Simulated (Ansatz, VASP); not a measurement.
**One calculation of In, two programs**

INCAR

```
SYSTEM = In
PREC = Accurate ; ENCUT = 520
EDIFF = 1E-7 ; ISMEAR = 1
SIGMA = 0.2 ; LREAL = .FALSE.
LASPH = .TRUE. ; NELM = 60
ALGO = Normal ; ISIF = 2
LWAVE = .FALSE. ; LCHARG = .FALSE.
GGA = PE ; NBANDS = 12
```

Contents of KPOINTS:

```
Automatic mesh
0
G
  11 11 14
  0 0 0
```

The input POSCAR:

```
In
1.0
   -1.6482197047      1.6973406184      2.5249789927
    1.6973406184     -1.6482197047      2.5249789927
    1.6043570008      1.6043570008     -2.4927016059
In
1
Direct
    0.0000000000      0.0000000000      0.0000000000
```

Input for Ansatz:

```yaml
crystal:
  lattice:
    - [-1.6482197047, 1.6973406184, 2.5249789927]
    - [1.6973406184, -1.6482197047, 2.5249789927]
    - [1.6043570008, 1.6043570008, -2.4927016059]
  atoms:
    - { symbol: In, position: [0.0, 0.0, 0.0] }
hamiltonian:
  xc: pbe
  pseudopotentials:
    kind: paw
    azcp:
      In: "pseudopotentials/In.paw.azcp"
basis:
  ecutwfc: 420
  fft_grid_basis: typed
kpoints:
  mp_grid: { grid: [11, 11, 14], shift: [0, 0, 0] }
magnetization:
  spin_polarized: false
scf:
  occupations: { method: methfessel_paxton, width: 0.2 }
  lower_state_search: "off"
output:
  stress: true
```

Alike in both runs: task single point; functional PBE; k mesh 11 × 11 × 14; occupations methfessel-paxton of order 1, width 0.2 eV; no spin polarisation.

|  | VASP | Ansatz |
| --- | --- | --- |
| version | VASP 6.6.1 | Ansatz 0.2.0 |
| potentials or method | VASP PAW PBE potentials, release 64 (In_d), cutoff 520 eV | plane waves (420 eV) with PAW, scalar-relativistic |
| valence electrons in the cell | 13 | 13 |

```tsv
	VASP	Ansatz	Ansatz less VASP
pressure (GPa)	0.0	0.0	+0.05
traceless stress, the component that is largest in VASP (GPa)	-0.27	-0.27	-0.001
```

With one functional, cell and mesh, what is left measures potentials, basis and numerics.
